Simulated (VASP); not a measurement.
# Lu4Pt (Pm-3m) in VASP: a series of runs, part 2 of 2

VASP 6.6.1.

### Step 3. Single point, PBE

This run uses another cell than the first one, of 22.53 Å³/atom.

INCAR

```
  ALGO = Normal
  EDIFF = 1E-7
  ENCUT = 520
  GGA = PE
  ISIF = 2
  ISMEAR = 0
  LASPH = True
  LCHARG = True
  LELF = True
  LREAL = False
  LVHAR = True
  LWAVE = False
  NBANDS = 63
  NELM = 100
  PREC = Accurate
  SIGMA = 0.1
```

KPOINTS

```
k-points
0
Gamma
  4 4 4
```

POSCAR

```
Lu4Pt
1.0
    4.8293667800      0.0000000000      0.0000000000
    0.0000000000      4.8293667800      0.0000000000
    0.0000000000      0.0000000000      4.8293667800
Lu Pt
4 1
Direct
    0.0000000000      0.0000000000      0.0000000000
    0.5000000000      0.5000000000      0.0000000000
    0.5000000000      0.0000000000      0.5000000000
    0.0000000000      0.5000000000      0.5000000000
    0.5000000000      0.5000000000      0.5000000000
```

Potentials or basis: VASP PAW PBE potentials, release 64 (Lu, Pt).

The run is started by

```bash
> cat potpaw_PBE.64/Lu/POTCAR potpaw_PBE.64/Pt/POTCAR > POTCAR
> mpirun -np 1 vasp_std > vasp.out
```

OUTCAR:

```text
EDIFF = 1E-7
   ENCUT = 520
   GGA = PE
   ISIF = 2
   ISMEAR = 0
   LASPH = True
   LREAL = False
   NELM = 100
   PREC = Accurate

 ion  position               nearest neighbor table
   1  0.000  0.000  0.000-   2 3.41   3 3.41   4 3.41   3 3.41   4 3.41   2 3.41   4 3.41   4 3.41
                             2 3.41   3 3.41   3 3.41   2 3.41
   2  0.500  0.500  0.000-   5 2.41   5 2.41   4 3.41   1 3.41   3 3.41   4 3.41   3 3.41   1 3.41
                             3 3.41   3 3.41   1 3.41   4 3.41   4 3.41   1 3.41
   3  0.500  0.000  0.500-   5 2.41   5 2.41   4 3.41   1 3.41   1 3.41   2 3.41   2 3.41   4 3.41
                             2 3.41   2 3.41   1 3.41   4 3.41   1 3.41   4 3.41
   4  0.000  0.500  0.500-   5 2.41   5 2.41   3 3.41   1 3.41   1 3.41   2 3.41   1 3.41   3 3.41
                             1 3.41   2 3.41   3 3.41   2 3.41   2 3.41   3 3.41
   5  0.500  0.500  0.500-   2 2.41   3 2.41   4 2.41   2 2.41   3 2.41   4 2.41

  LATTYP: Found a simple cubic cell.
 ALAT       =     4.8293667800

  Lattice vectors:

 A1 = (   4.8293667800,   0.0000000000,   0.0000000000)
 A2 = (   0.0000000000,   4.8293667800,   0.0000000000)
 A3 = (   0.0000000000,   0.0000000000,   4.8293667800)

Analysis of symmetry for initial positions (statically):
=====================================================================
 Subroutine PRICEL returns:
 Original cell was already a primitive cell.

 Routine SETGRP: Setting up the symmetry group for a
 simple cubic supercell.

 Subroutine GETGRP returns: Found 48 space group operations
 (whereof 48 operations were pure point group operations)
 out of a pool of 48 trial point group operations.

The static configuration has the point symmetry O_h .

Analysis of symmetry for dynamics (positions and initial velocities):
=====================================================================
 Subroutine PRICEL returns:
 Original cell was already a primitive cell.

 Routine SETGRP: Setting up the symmetry group for a
 simple cubic supercell.

 Subroutine GETGRP returns: Found 48 space group operations
 (whereof 48 operations were pure point group operations)
 out of a pool of 48 trial point group operations.

The dynamic configuration has the point symmetry O_h .

 Subroutine INISYM returns: Found 48 space group operations
 (whereof 48 operations are pure point group operations),
 and found     1 'primitive' translations

----------------------------------------------------------------------------------------

                                     Primitive cell

  volume of cell :     112.6343

  direct lattice vectors                    reciprocal lattice vectors
     4.829366780  0.000000000  0.000000000     0.207066484  0.000000000  0.000000000
     0.000000000  4.829366780  0.000000000     0.000000000  0.207066484  0.000000000
     0.000000000  0.000000000  4.829366780     0.000000000  0.000000000  0.207066484

  length of vectors
     4.829366780  4.829366780  4.829366780     0.207066484  0.207066484  0.207066484

  position of ions in fractional coordinates (direct lattice)
     0.000000000  0.000000000  0.000000000
     0.500000000  0.500000000  0.000000000
     0.500000000  0.000000000  0.500000000
     0.000000000  0.500000000  0.500000000
     0.500000000  0.500000000  0.500000000

  ion indices of the primitive-cell ions
   primitive index   ion index
[... 37 lines left out ...]
  0.250000  0.250000  0.000000     12.000000
  0.500000  0.250000  0.000000     12.000000
  0.500000  0.500000  0.000000      3.000000
  0.250000  0.250000  0.250000      8.000000
  0.500000  0.250000  0.250000     12.000000
  0.500000  0.500000  0.250000      6.000000
  0.500000  0.500000  0.500000      1.000000
   k-points           NKPTS =     10   k-points in BZ     NKDIM =     10   number of bands    NBANDS=     63
   number of dos      NEDOS =    301   number of ions     NIONS =      5
   total plane-waves  NPLWV =  46656
   dimension x,y,z NGX =    36 NGY =   36 NGZ =   36
   dimension x,y,z NGXF=    72 NGYF=   72 NGZF=   72
   ions per type =               4   1
   NGX,Y,Z   is equivalent  to a cutoff of  12.39, 12.39, 12.39 a.u.
   NGXF,Y,Z  is equivalent  to a cutoff of  24.79, 24.79, 24.79 a.u.
 SYSTEM =  unknown system
   PREC   = accura    normal or accurate (medium, high low for compatibility)
   ISTART =      0    job   : 0-new  1-cont  2-samecut
   ICHARG =      2    charge: 1-file 2-atom 10-const
   ISPIN  =      1    spin polarized calculation?
   LNONCOLLINEAR =      F non collinear calculations
   LSORBIT =      F    spin-orbit coupling
   LASPH  =      T    aspherical Exc in radial PAW
   ENCUT  =  520.0 eV  38.22 Ry    6.18 a.u.   8.98  8.98  8.98*2*pi/ulx,y,z
   NELM   =    100;   NELMIN=  2; NELMDL= -5     # of ELM steps
   EDIFF  = 0.1E-06   stopping-criterion for ELM
   LREAL  =      F    real-space projection
   EDIFFG = 0.1E-05   stopping-criterion for IOM
   NSW    =      0    number of steps for IOM
   IBRION =     -1    ionic relax: 0-MD 1-quasi-New 2-CG
   NFREE  =      0    steps in history (QN), initial steepest desc. (CG)
   ISIF   =      2    stress and relaxation
   ISYM   =      2    0-nonsym 1-usesym 2-fastsym
   POTIM  = 0.5000    time-step for ionic-motion
   TEBEG  =    0.0;   TEEND  =   0.0 temperature during run
   PSTRESS=    0.0 pullay stress
   NELECT =     110.0000    total number of electrons
   NUPDOWN=      -1.0000    fix difference up-down
   EMIN   =  10.00;   EMAX   =-10.00  energy-range for DOS
   EFERMI =   0.00;   METHOD = LEGACY
   ISMEAR =     0;   SIGMA  =   0.10  broadening in eV -4-tet -1-fermi 0-gaus
   EFERMI_NEDOS =   21; number of points for ismear=-14 and -15
   IALGO  =     38    algorithm
   IMIX   =      4    mixing-type and parameters
     AMIX     =   0.40;   BMIX     =  1.00
     AMIX_MAG =   1.60;   BMIX_MAG =  1.00
  volume/ion in A,a.u.               =      22.53       152.02
  Fermi-wavevector in a.u.,A,eV,Ry     =   1.624235  3.069359 35.894065  2.638139
  Thomas-Fermi vector in A             =   2.717555
   LORBIT       =      0    0 simple, 1 ext, 2 COOP (PROOUT), +10 PAW based schemes
   GGA     = PE    functional components
   LHFCALC =     F    Hartree Fock is set to
   AEXX    =    0.0000 exact exchange contribution
   IVDW    =     0    specifies the selected vdW correction
   LEPSILON=     F    determine dielectric tensor
   LRPA    =     F    only Hartree local field effects (RPA)
 non-spin polarized calculation
 Gauss-broadening in eV      SIGMA  =   0.10
  energy-cutoff  :      520.00
  volume of cell :      112.63
 maximum number of plane-waves:      3060
 NGX is ok and might be reduce to    36
   NGX = 17   NGY = 17   NGZ = 17

 number of electron     110.0000071 magnetization

 Free energy of the ion-electron system (eV)
  ---------------------------------------------------
  ext. energy  EPLUGINS =         0.00000000
  ---------------------------------------------------
  free energy    TOTEN  =       -21.94133850 eV

  energy without entropy =      -21.92353882  energy(sigma->0) =      -21.93243866

 E-fermi :   4.4728     XC(G=0): -11.6757

 val. band max:        4.3425241111   @ k =   0.2500   0.2500   0.0000
 cond. band min:       4.5294169523   @ k =   0.2500   0.0000   0.0000
 fundamental gap:      0.1868928412
 Fermi energy:         4.4728493966

 k-point     1 :       0.0000    0.0000    0.0000
  band No.  band energies     occupation
      1     -52.0330      2.00000
      2     -51.5733      2.00000
      3     -51.5393      2.00000
      4     -51.5393      2.00000
      5     -22.8068      2.00000
      6     -22.8068      2.00000
[... 649 lines left out ...]
     62       5.9742      0.00000
     63       5.9742      0.00000

------------------------ aborting loop because EDIFF is reached ----------------------------------------

  FORCE on cell =-STRESS in cart. coord.  units (eV):
  Direction    XX          YY          ZZ          XY          YZ          ZX
  --------------------------------------------------------------------------------------
  -------------------------------------------------------------------------------------
  Total       25.2914855     25.2914855     25.2914855     -0.0000000      0.0000000     -0.0000000
  in kB      359.7612220    359.7612220    359.7612220     -0.0000000      0.0000000     -0.0000000
  external PRESSURE =     359.7612220 kB  Pullay stress =       0.0000000 kB

 VOLUME and BASIS-vectors are now :
 -----------------------------------------------------------------------------
  energy-cutoff  :      520.00
  volume of cell :      112.63
      direct lattice vectors                 reciprocal lattice vectors
     4.829366780  0.000000000  0.000000000     0.207066484  0.000000000  0.000000000
     0.000000000  4.829366780  0.000000000     0.000000000  0.207066484  0.000000000
     0.000000000  0.000000000  4.829366780     0.000000000  0.000000000  0.207066484

 POSITION                                       TOTAL-FORCE (eV/Angst)
 -----------------------------------------------------------------------------------
      0.00000      0.00000      0.00000         0.000000      0.000000      0.000000
      2.41468      2.41468      0.00000         0.000000      0.000000      0.000000
      2.41468      0.00000      2.41468         0.000000      0.000000      0.000000
      0.00000      2.41468      2.41468         0.000000      0.000000      0.000000
      2.41468      2.41468      2.41468         0.000000      0.000000      0.000000
 -----------------------------------------------------------------------------------
    total drift:                                0.000000      0.000000      0.000000

  FREE ENERGIE OF THE ION-ELECTRON SYSTEM (eV)
  ---------------------------------------------------
  free  energy   TOTEN  =       -21.9413385025 eV

  energy  without entropy=      -21.9235388225  energy(sigma->0) =      -21.93243866
```

OSZICAR:

```text
N       E                     dE             d eps       ncg     rms          rms(c)
DAV:   1     0.141281022927E+04    0.14128E+04   -0.33729E+04  1755   0.584E+03
DAV:   2     0.234458569573E+03   -0.11784E+04   -0.11234E+04  1732   0.127E+03
DAV:   3     0.118003787286E+02   -0.22266E+03   -0.21316E+03  1385   0.309E+02
DAV:   4    -0.205492153125E+02   -0.32350E+02   -0.31602E+02  1779   0.960E+01
DAV:   5    -0.229287467041E+02   -0.23795E+01   -0.23704E+01  2040   0.225E+01    0.162E+01
DAV:   6    -0.220736770545E+02    0.85507E+00   -0.25504E+00  2209   0.257E+01    0.796E+00
DAV:   7    -0.219461672778E+02    0.12751E+00   -0.99646E-01  2017   0.832E+00    0.208E+00
DAV:   8    -0.219402415201E+02    0.59258E-02   -0.20720E-01  1792   0.445E+00    0.663E-01
DAV:   9    -0.219412914757E+02   -0.10500E-02   -0.31505E-02  1744   0.167E+00    0.293E-01
DAV:  10    -0.219411666193E+02    0.12486E-03   -0.61676E-03  1864   0.140E+00    0.131E-01
DAV:  11    -0.219413424129E+02   -0.17579E-03   -0.19672E-03  1744   0.417E-01    0.351E-02
DAV:  12    -0.219413396777E+02    0.27352E-05   -0.34725E-04  1800   0.309E-01    0.202E-02
DAV:  13    -0.219413365574E+02    0.31204E-05   -0.18069E-04  1705   0.197E-01    0.716E-03
DAV:  14    -0.219413388756E+02   -0.23183E-05   -0.28842E-05  1656   0.351E-02    0.487E-03
DAV:  15    -0.219413386397E+02    0.23594E-06   -0.33596E-06  1921   0.194E-02    0.270E-03
DAV:  16    -0.219413384822E+02    0.15753E-06   -0.16261E-06  1416   0.136E-02    0.218E-03
DAV:  17    -0.219413385025E+02   -0.20325E-07   -0.24592E-07  1066   0.355E-03
   1 F= -.21941339E+02 E0= -.21932439E+02  d E =-.177997E-01
```

Run time: 50 s. Hardware: 1 thread of Intel Xeon 6975P-C (Granite Rapids), shared host; peak memory 0.24 GiB.

What came out:

| Item | Value |
| --- | --- |
| Free energy | -21.9413 eV |
| Pressure | 36.0 GPa |
| Band gap on the k mesh | zero (bands 55 and 56 overlap by 0.94 eV) |

Levels at points of the mesh, in eV from the Fermi level:
```
           k point  band 50  band 51  band 52  band 53  band 54  band 55  band 56  band 57  band 58  band 59
(0.00, 0.00, 0.00)    -4.77    -4.04    -2.28    -2.28     0.20     0.20     0.20     1.36     1.36     1.36
(0.50, 0.00, 0.00)    -4.40    -3.68    -1.79    -1.10    -0.46    -0.46     0.07     1.01     1.25     1.25
(0.50, 0.50, 0.00)    -3.31    -3.03    -3.03    -2.03    -0.62     0.13     0.20     0.21     0.21     0.56
(0.50, 0.50, 0.50)    -3.46    -3.40    -3.40    -2.95    -2.11     0.68     0.68     0.68     1.22     1.22
```

Caveat: the cell stands under pressure; spin-orbit coupling is left out, which moves the levels of the heavy elements.
